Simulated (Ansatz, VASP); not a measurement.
# One calculation of TiSi2, two programs

```
CELL_PARAMETERS angstrom
-1.48569 1.74753 4.20475
1.48569 -1.74753 4.20475
1.48569 1.74753 -4.20475
ATOMIC_POSITIONS crystal
Ti 0.00000 0.00000 0.00000
Si 0.32964 0.32964 0.00000
Si 0.67036 0.67036 0.00000
```

Change from the starting cell: strain +0.0250 x Voigt [0, 1, 0, 0, 0, 0], atoms carried along.

Alike in both runs: task single point; functional PBE; k mesh 22 × 22 × 22; occupations gaussian, width 0.15 eV; no spin polarisation.

|  | VASP | Ansatz |
| --- | --- | --- |
| version | VASP 6.6.1 | Ansatz 0.2.0 |
| potentials or method | VASP PAW PBE potentials, release 64 (Ti_sv, Si), cutoff 520 eV | scalar-relativistic, plane waves, PAW |
| valence electrons in the cell | 20 | 20 |

|  | VASP | Ansatz | Ansatz less VASP |
| --- | --- | --- | --- |
| gap on the k mesh at the Fermi level (eV) | none | none | - |
| pressure (GPa) | -3.3 | -3.3 | +0.03 |
| traceless stress, the component that is largest in VASP (GPa) | -2.22 | -2.22 | -0.002 |
| rms of the force components (eV/Å) | 0.043 | 0.044 | +0.0007 |

Atom by atom the forces differ by 0.001 eV/Å (rms over components). A gap of «none» marks a metal or a gap that the smearing closes. The functional is the same, so the differences come from potentials, cutoffs and numerics.
